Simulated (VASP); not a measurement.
A run of VASP 6.6.1 is set up as follows.

INCAR

```
SYSTEM = Zr3Si2
PREC = Accurate
ENCUT = 520
EDIFF = 1E-6
ISMEAR = 0
SIGMA = 0.1
LREAL = .False.
LASPH = .True.
NELM = 100
ALGO = Fast
ISIF = 2
LWAVE = .False.
LCHARG = .False.
GGA = PS
NBANDS = 55
```

The input KPOINTS:

```
regular mesh
0
Gamma
  6 6 10
  0 0 0
```

POSCAR

```
Zr3Si2
1.0
    7.2556409720      0.0000000000      0.0000000000
    0.0000000000      7.2556409720      0.0000000000
    0.0000000000      0.0000000000      3.8016605390
Zr Si
6 4
Direct
    0.1730082261      0.6730082261      0.5000000000
    0.8269917739      0.3269917739      0.5000000000
    0.3269917739      0.1730082261      0.5000000000
    0.6730082261      0.8269917739      0.5000000000
    0.0000000000      0.0000000000      0.0000000000
    0.5000000000      0.5000000000      0.0000000000
    0.6231916333      0.1231916333      0.0000000000
    0.3768083667      0.8768083667      0.0000000000
    0.8768083667      0.6231916333      0.0000000000
    0.1231916333      0.3768083667      0.0000000000
```

Potentials or basis: VASP PAW PBE potentials, release 64 (Zr_sv, Si).

Command:

```console
$ cat potpaw_PBE.64/Zr_sv/POTCAR potpaw_PBE.64/Si/POTCAR > POTCAR
$ mpirun -np 1 vasp_std > vasp.out
```

Task: What does it give for the pressure?

Result: -11.0 GPa.

Task: Estimate the band gap on the k mesh.

Result: Zero (band 44 reaches 9.06 eV, above the bottom of band 45 at 8.03 eV).

Task: What does it give for the largest force?

Result: 0.004 eV/Å.

Forces on the atoms (eV/Å):
```
Zr   0.000  0.000  0.000
Zr   0.000  0.000  0.000
Zr   0.000  0.000  0.000
Zr   0.000  0.000  0.000
Zr   0.000  0.000  0.000
Zr   0.000  0.000  0.000
Si  -0.003 -0.003  0.000
Si   0.003  0.003  0.000
Si   0.003 -0.003  0.000
Si  -0.003  0.003  0.000
```

Caveat: the PAW data sets were made with another functional, which shifts forces and pressure a little.
